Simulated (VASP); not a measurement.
# Fe (P6_3/mmc) in VASP: settings compared

Fe is run at these levels: LDA, PBEsol; tasks: single point.

Program: VASP 6.6.1. These are calculated values, not measurements. Logs are shortened: lines on timing, memory, paths and dates and some standing lists are left out, and cuts for length are marked.

## Step 1: The cell of the first run

It takes space group P6_3/mmc (No. 194, hexagonal). Conventional cell: a = 2.466 Å, b = 2.466 Å, c = 3.892 Å, α = 90.00°, β = 90.00°, γ = 120.00°. Within 3.2 Å of Fe (site symmetry -6m2) lie 12 Fe at 2.41 to 2.47 Å.

## Step 2: Single point, LDA, collinear spin, ferromagnetic start (volume scaled by 1.04)

The input, INCAR:

```
SYSTEM = Fe
PREC     = Accurate       ! precision mode
ENCUT    = 520            ! plane-wave cutoff, eV
EDIFF    = 1E-6           ! SCF threshold, eV
ISMEAR   = -1             ! smearing method
SIGMA    = 0.05           ! smearing width, eV
LREAL    = .FALSE.        ! projectors in reciprocal space
LASPH    = .TRUE.         ! aspherical terms in the spheres
NELM     = 150            ! most SCF steps
ALGO     = Normal         ! electronic algorithm
ISIF     = 2              ! what is computed and relaxed
LWAVE    = .FALSE.        ! write WAVECAR
LCHARG   = .FALSE.        ! write CHGCAR
ISPIN    = 2              ! spin polarisation
MAGMOM   = 3 3            ! initial moments
LORBIT   = 11             ! projections on sites
LMAXMIX  = 4              ! l up to which the mixer works
NBANDS   = 19             ! bands
```

The input, KPOINTS:

```
Automatic mesh
0
G
  12 12 7
  0 0 0
```

The input, POSCAR:

```
Fe
1.0
    2.4661896479      0.0000000000      0.0000000000
   -1.2330948240      2.1357828857      0.0000000000
    0.0000000000      0.0000000000      3.8924920371
Fe
2
Direct
    0.6666666667      0.3333333333      0.7500000000
    0.3333333333      0.6666666667      0.2500000000
```

Potentials or basis: VASP PAW LDA potentials, release 64 (Fe).

Run with:

```console
$ cat potpaw_LDA.64/Fe/POTCAR > POTCAR
$ mpirun -np 1 vasp_std > vasp.out
```

OUTCAR:

```text
SYSTEM = Fe
   PREC = Accurate
   ENCUT = 520
   EDIFF = 1E-6
   ISMEAR = -1
   LREAL = .FALSE.
   LASPH = .TRUE.
   NELM = 150
   ISIF = 2
   ISPIN = 2
   LORBIT = 11

 ion  position               nearest neighbor table
   1  0.667  0.333  0.750-   2 2.41   2 2.41   2 2.41   2 2.41   2 2.41   2 2.41
   2  0.333  0.667  0.250-   1 2.41   1 2.41   1 2.41   1 2.41   1 2.41   1 2.41

  LATTYP: Found a hexagonal cell.
 ALAT       =     2.4661896479
 C/A-ratio  =     1.5783425417

  Lattice vectors:

 A1 = (   2.4661896479,   0.0000000000,   0.0000000000)
 A2 = (  -1.2330948240,   2.1357828857,   0.0000000000)
 A3 = (   0.0000000000,   0.0000000000,   3.8924920371)

Analysis of symmetry for initial positions (statically):
=====================================================================
 Subroutine PRICEL returns:
 Original cell was already a primitive cell.

 Routine SETGRP: Setting up the symmetry group for a
 hexagonal supercell.

 Subroutine GETGRP returns: Found 24 space group operations
 (whereof 12 operations were pure point group operations)
 out of a pool of 24 trial point group operations.

The static configuration has the point symmetry D_3d.
 The point group associated with its full space group is D_6h.

Analysis of symmetry for dynamics (positions and initial velocities):
=====================================================================
 Subroutine PRICEL returns:
 Original cell was already a primitive cell.

 Routine SETGRP: Setting up the symmetry group for a
 hexagonal supercell.

 Subroutine GETGRP returns: Found 24 space group operations
 (whereof 12 operations were pure point group operations)
 out of a pool of 24 trial point group operations.

The dynamic configuration has the point symmetry D_3d.
 The point group associated with its full space group is D_6h.

Analysis of structural, dynamic, and magnetic symmetry:
=====================================================================
 Subroutine PRICEL returns:
 Original cell was already a primitive cell.

 Routine SETGRP: Setting up the symmetry group for a
 hexagonal supercell.

 Subroutine GETGRP returns: Found 24 space group operations
 (whereof 12 operations were pure point group operations)
 out of a pool of 24 trial point group operations.

The overall configuration has the point symmetry D_3d.
 The point group associated with its full space group is D_6h.

 Subroutine INISYM returns: Found 24 space group operations
 (whereof 12 operations are pure point group operations),
 and found     1 'primitive' translations

[... 113 lines left out ...]
     AMIX     =   0.40;   BMIX     =  1.00
     AMIX_MAG =   1.60;   BMIX_MAG =  1.00
  volume/ion in A,a.u.               =      10.25        69.18
  Fermi-wavevector in a.u.,A,eV,Ry     =   1.507224  2.848240 30.908673  2.271723
  Thomas-Fermi vector in A             =   2.617838
   LORBIT       =     11    0 simple, 1 ext, 2 COOP (PROOUT), +10 PAW based schemes
   GGA     = CA    functional components
   LHFCALC =     F    Hartree Fock is set to
   AEXX    =    0.0000 exact exchange contribution
   IVDW    =     0    specifies the selected vdW correction
   LEPSILON=     F    determine dielectric tensor
   LRPA    =     F    only Hartree local field effects (RPA)
 spin polarized calculation
  energy-cutoff  :      520.00
  volume of cell :       20.50
 maximum number of plane-waves:       573
   NGX =  9   NGY =  9   NGZ = 15

 number of electron      16.0000003 magnetization       0.0009573

 number of electron      16.0000003 magnetization      -0.0007391

 Free energy of the ion-electron system (eV)
  ---------------------------------------------------
  ext. energy  EPLUGINS =         0.00000000
  ---------------------------------------------------
  free energy    TOTEN  =       -18.73473599 eV

  energy without entropy =      -18.71440109  energy(sigma->0) =      -18.72456854

 E-fermi :   6.7108     XC(G=0): -14.0384

 val. band max:        6.6940081028   @ k =   0.3333   0.3333   0.2857
 cond. band min:       6.7150802240   @ k =   0.3333   0.2500   0.2857
 fundamental gap:      0.0210721212
 Fermi energy:         6.7108453364

 spin component 1

 k-point     1 :       0.0000    0.0000    0.0000
  band No.  band energies     occupation
      1      -2.1403      1.00000
      2       1.7862      1.00000
      3       5.0406      1.00000
      4       5.0406      1.00000
      5       5.1754      1.00000
      6       5.5058      1.00000
[... 517 lines left out ...]
     18      30.5420      0.00000
     19      31.7522      0.00000

 [... further k-points ...]

 spin component 2

 k-point     1 :       0.0000    0.0000    0.0000
  band No.  band energies     occupation
      1      -2.1403      1.00000
      2       1.7862      1.00000
      3       5.0403      1.00000
      4       5.0403      1.00000
      5       5.1753      1.00000
      6       5.5056      1.00000
[... 517 lines left out ...]
     18      30.5419      0.00000
     19      31.7521      0.00000

 [... further k-points ...]
[... 5 lines left out ...]
  --------------------------------------------------------------------------------------
  -------------------------------------------------------------------------------------
  Total       -2.7533896     -2.7533896     -2.7062374      0.0000000     -0.0000000      0.0000000
  in kB     -215.1626805   -215.1626806   -211.4779860      0.0000000     -0.0000000      0.0000000
  external PRESSURE =    -213.9344490 kB  Pullay stress =       0.0000000 kB

 VOLUME and BASIS-vectors are now :
 -----------------------------------------------------------------------------
  energy-cutoff  :      520.00
  volume of cell :       20.50
      direct lattice vectors                 reciprocal lattice vectors
     2.466189648  0.000000000  0.000000000     0.405483820  0.234106193  0.000000000
    -1.233094824  2.135782886  0.000000000     0.000000000  0.468212386  0.000000000
     0.000000000  0.000000000  3.892492037     0.000000000  0.000000000  0.256904829

 POSITION                                       TOTAL-FORCE (eV/Angst)
 -----------------------------------------------------------------------------------
      1.23309      0.71193      2.91937        -0.000000     -0.000000      0.000000
     -0.00000      1.42386      0.97312         0.000000      0.000000      0.000000
 -----------------------------------------------------------------------------------
    total drift:                                0.000000     -0.000000     -0.000000

  FREE ENERGIE OF THE ION-ELECTRON SYSTEM (eV)
  ---------------------------------------------------
  free  energy   TOTEN  =       -18.7347359945 eV

  energy  without entropy=      -18.7144010883  energy(sigma->0) =      -18.72456854

 total charge

# of ion       s       p       d       tot
------------------------------------------
    1        0.533   0.624   6.347   7.504
    2        0.533   0.624   6.347   7.504
--------------------------------------------------
tot          1.066   1.249  12.693  15.008

 magnetization (x)

# of ion       s       p       d       tot
------------------------------------------
    1        0.000   0.000  -0.000  -0.000
    2        0.000   0.000  -0.000  -0.000
--------------------------------------------------
tot          0.000   0.000  -0.000  -0.000
```

OSZICAR:

```text
N       E                     dE             d eps       ncg     rms          rms(c)
DAV:   1     0.763747690866E+02    0.76375E+02   -0.74044E+03  6112   0.119E+03
DAV:   2    -0.163148695095E+02   -0.92690E+02   -0.82204E+02  5827   0.207E+02
DAV:   3    -0.201469427834E+02   -0.38321E+01   -0.36119E+01  6418   0.540E+01
DAV:   4    -0.201805827676E+02   -0.33640E-01   -0.33617E-01  6412   0.485E+00
DAV:   5    -0.201809743651E+02   -0.39160E-03   -0.39158E-03  6583   0.482E-01    0.210E+01
DAV:   6    -0.187294903300E+02    0.14515E+01   -0.70423E+00  6262   0.595E+01    0.342E+00
DAV:   7    -0.187092491780E+02    0.20241E-01   -0.59760E-01  6714   0.146E+01    0.395E+00
DAV:   8    -0.187205461903E+02   -0.11297E-01   -0.70928E-03  7035   0.142E+00    0.206E+00
DAV:   9    -0.187355584944E+02   -0.15012E-01   -0.93851E-03  7755   0.186E+00    0.831E-01
DAV:  10    -0.187348924117E+02    0.66608E-03   -0.22316E-03  7686   0.716E-01    0.147E-01
DAV:  11    -0.187348000704E+02    0.92341E-04   -0.72886E-05  8026   0.151E-01    0.124E-01
DAV:  12    -0.187347386331E+02    0.61437E-04   -0.29564E-05  7857   0.108E-01    0.247E-02
DAV:  13    -0.187347363159E+02    0.23172E-05   -0.22245E-06  5947   0.185E-02    0.725E-03
DAV:  14    -0.187347359945E+02    0.32140E-06   -0.36591E-07  3451   0.895E-03
   1 F= -.18734736E+02 E0= -.18724569E+02  d E =-.203349E-01  mag=     0.0001
```

stdout:

```text
POSCAR found type information on POSCAR Fe
 POSCAR found :  1 types and       2 ions
 scaLAPACK will be used
 LDA part: xc-table for (Slater(with rela. corr.)+CA(PZ))
 , standard interpolation
 POSCAR, INCAR and KPOINTS ok, starting setup
 FFT: planning ... GRIDC
 FFT: planning ... GRID_SOFT
 FFT: planning ... GRID
 WAVECAR not read
 entering main loop
```

Run time: 64 s. Hardware: 1 thread of Intel Xeon Platinum 8488C (Sapphire Rapids), shared host; peak memory 0.16 GiB.

Results:

| Property | Result |
| --- | --- |
| Free energy | -18.7347 eV |
| Pressure | -21.4 GPa |
| Band gap on the k mesh | zero (filled and empty bands overlap) |
| Net moment | 0.00 μB per cell |
| Valence electrons inside the program's atomic spheres | Fe 7.50 |

Stress tensor (GPa, compression positive):
```
-21.52   0.00   0.00
  0.00 -21.52   0.00
  0.00   0.00 -21.15
```

Levels at points of the mesh, in eV from the Fermi level:
Spin up:
| k point | band 6 | band 7 | band 8 | band 9 | band 10 | band 11 |
| --- | --- | --- | --- | --- | --- | --- |
| (0.00, 0.00, 0.00) | -1.21 | -1.21 | -0.87 | -0.87 | 0.60 | 0.69 |
| (0.50, 0.00, 0.00) | -1.52 | -1.08 | 0.78 | 1.01 | 1.06 | 2.67 |
Spin down:
| k point | band 4 | band 5 | band 6 | band 7 | band 8 | band 9 | band 10 | band 11 | band 12 | band 13 |
| --- | --- | --- | --- | --- | --- | --- | --- | --- | --- | --- |
| (0.00, 0.00, 0.00) | -1.67 | -1.54 | -1.21 | -1.21 | -0.87 | -0.87 | 0.60 | 0.69 | 0.69 | 8.73 |
| (0.50, 0.00, 0.00) | -2.03 | -1.98 | -1.52 | -1.08 | 0.78 | 1.01 | 1.06 | 2.67 | 4.78 | 11.22 |

Caveat: the starting moments collapsed, and a magnetic state may lie lower.

## Step 3: Single point, LDA, collinear spin, ferromagnetic start (volume scaled by 1.06)

The input, INCAR:

```
SYSTEM = Fe
ALGO     = Fast           ! electronic algorithm
EDIFF    = 1E-6           ! SCF threshold, eV
ENCUT    = 520            ! plane-wave cutoff, eV
ISIF     = 2              ! what is computed and relaxed
ISMEAR   = -1             ! smearing method
ISPIN    = 2              ! spin polarisation
LASPH    = .TRUE.         ! aspherical terms in the spheres
LCHARG   = .FALSE.        ! write CHGCAR
LMAXMIX  = 4              ! l up to which the mixer works
LORBIT   = 11             ! projections on sites
LREAL    = .FALSE.        ! projectors in reciprocal space
LWAVE    = .FALSE.        ! write WAVECAR
MAGMOM   = 3 3            ! initial moments
NBANDS   = 19             ! bands
NELM     = 150            ! most SCF steps
PREC     = Accurate       ! precision mode
SIGMA    = 0.05           ! smearing width, eV
```

The input, KPOINTS:

```
k-points
0
G
  12 12 7
  0 0 0
```

The input, POSCAR:

```
Fe
1.0
    2.4818982858      0.0000000000      0.0000000000
   -1.2409491429      2.1493869651      0.0000000000
    0.0000000000      0.0000000000      3.9172856485
Fe
2
Direct
    0.6666666667      0.3333333333      0.7500000000
    0.3333333333      0.6666666667      0.2500000000
```

Potentials or basis: VASP PAW LDA potentials, release 64 (Fe).

Run with:

```console
$ cat potpaw_LDA.64/Fe/POTCAR > POTCAR
$ mpirun -np 1 vasp_std > vasp.out
```

OUTCAR:

```text
SYSTEM = Fe
   EDIFF = 1E-6
   ENCUT = 520
   ISIF = 2
   ISMEAR = -1
   ISPIN = 2
   LASPH = .TRUE.
   LORBIT = 11
   LREAL = .FALSE.
   NELM = 150
   PREC = Accurate

 ion  position               nearest neighbor table
   1  0.667  0.333  0.750-   2 2.43   2 2.43   2 2.43   2 2.43   2 2.43   2 2.43
   2  0.333  0.667  0.250-   1 2.43   1 2.43   1 2.43   1 2.43   1 2.43   1 2.43

  LATTYP: Found a hexagonal cell.
 ALAT       =     2.4818982858
 C/A-ratio  =     1.5783425416

  Lattice vectors:

 A1 = (   2.4818982858,   0.0000000000,   0.0000000000)
 A2 = (  -1.2409491429,   2.1493869651,   0.0000000000)
 A3 = (   0.0000000000,   0.0000000000,   3.9172856485)

Analysis of symmetry for initial positions (statically):
=====================================================================
 Subroutine PRICEL returns:
 Original cell was already a primitive cell.

 Routine SETGRP: Setting up the symmetry group for a
 hexagonal supercell.

 Subroutine GETGRP returns: Found 24 space group operations
 (whereof 12 operations were pure point group operations)
 out of a pool of 24 trial point group operations.

The static configuration has the point symmetry D_3d.
[... 723 lines left out ...]
      1      -2.2484      1.00000
      2       1.6815      1.00000
      3       4.8688      1.00000
      4       4.8688      1.00000
      5       4.9988      1.00000
      6       5.3201      1.00000
[... 517 lines left out ...]
     18      30.0991      0.00000
     19      31.1396      0.00000

 [... further k-points ...]
[... 5 lines left out ...]
  --------------------------------------------------------------------------------------
  -------------------------------------------------------------------------------------
  Total       -3.3767011     -3.3767011     -3.3632708      0.0000000      0.0000000      0.0000000
  in kB     -258.8924398   -258.8924398   -257.8627345      0.0000000      0.0000000      0.0000000
  external PRESSURE =    -258.5492047 kB  Pullay stress =       0.0000000 kB

 VOLUME and BASIS-vectors are now :
 -----------------------------------------------------------------------------
  energy-cutoff  :      520.00
  volume of cell :       20.90
      direct lattice vectors                 reciprocal lattice vectors
     2.481898286  0.000000000  0.000000000     0.402917398  0.232624468  0.000000000
    -1.240949143  2.149386965  0.000000000     0.000000000  0.465248937  0.000000000
     0.000000000  0.000000000  3.917285649     0.000000000  0.000000000  0.255278805

 POSITION                                       TOTAL-FORCE (eV/Angst)
 -----------------------------------------------------------------------------------
      1.24095      0.71646      2.93796        -0.000000      0.000000      0.000000
     -0.00000      1.43292      0.97932         0.000000     -0.000000      0.000000
 -----------------------------------------------------------------------------------
    total drift:                               -0.000000      0.000000     -0.000000

  FREE ENERGIE OF THE ION-ELECTRON SYSTEM (eV)
  ---------------------------------------------------
  free  energy   TOTEN  =       -18.6766393491 eV

  energy  without entropy=      -18.6557339349  energy(sigma->0) =      -18.66618664

 total charge

# of ion       s       p       d       tot
------------------------------------------
    1        0.524   0.605   6.328   7.457
    2        0.524   0.605   6.328   7.457
--------------------------------------------------
tot          1.047   1.211  12.656  14.914

 magnetization (x)

# of ion       s       p       d       tot
------------------------------------------
    1        0.000   0.000  -0.000  -0.000
    2        0.000   0.000  -0.000  -0.000
--------------------------------------------------
tot          0.000   0.000  -0.001  -0.001
```

stdout:

```text
POSCAR found type information on POSCAR Fe
 POSCAR found :  1 types and       2 ions
 scaLAPACK will be used
 LDA part: xc-table for (Slater(with rela. corr.)+CA(PZ))
 , standard interpolation
 POSCAR, INCAR and KPOINTS ok, starting setup
 FFT: planning ... GRIDC
 FFT: planning ... GRID_SOFT
 FFT: planning ... GRID
 WAVECAR not read
 entering main loop
```

Run time: 48 s. Hardware: 1 thread of Intel Xeon Platinum 8488C (Sapphire Rapids), shared host; peak memory 0.15 GiB.

What came out:

```yaml
Free_energy: -18.6766 eV
Pressure: -25.9 GPa
Band_gap_on_the_k_mesh: zero (filled and empty bands overlap)
Net_moment: 0.00 μB per cell
Valence_electrons_inside_the_program's_atomic_spheres: Fe 7.46
```

Levels at points of the mesh, in eV from the Fermi level:
Spin up:
```tsv
k point	band 6	band 7	band 8	band 9	band 10	band 11
(0.00, 0.00, 0.00)	-1.17	-1.17	-0.85	-0.85	0.60	0.67
(0.50, 0.00, 0.00)	-1.48	-1.05	0.76	0.98	1.03	2.60
```
Spin down:
```csv
k point,band 5,band 6,band 7,band 8,band 9,band 10,band 11,band 12
"(0.00, 0.00, 0.00)",-1.49,-1.17,-1.17,-0.85,-0.85,0.60,0.67,0.67
"(0.50, 0.00, 0.00)",-1.92,-1.48,-1.05,0.76,0.98,1.03,2.60,4.68
```

Caveat: the starting moments collapsed, and a magnetic state may lie lower.

(Part 1 of 2 ends here.)
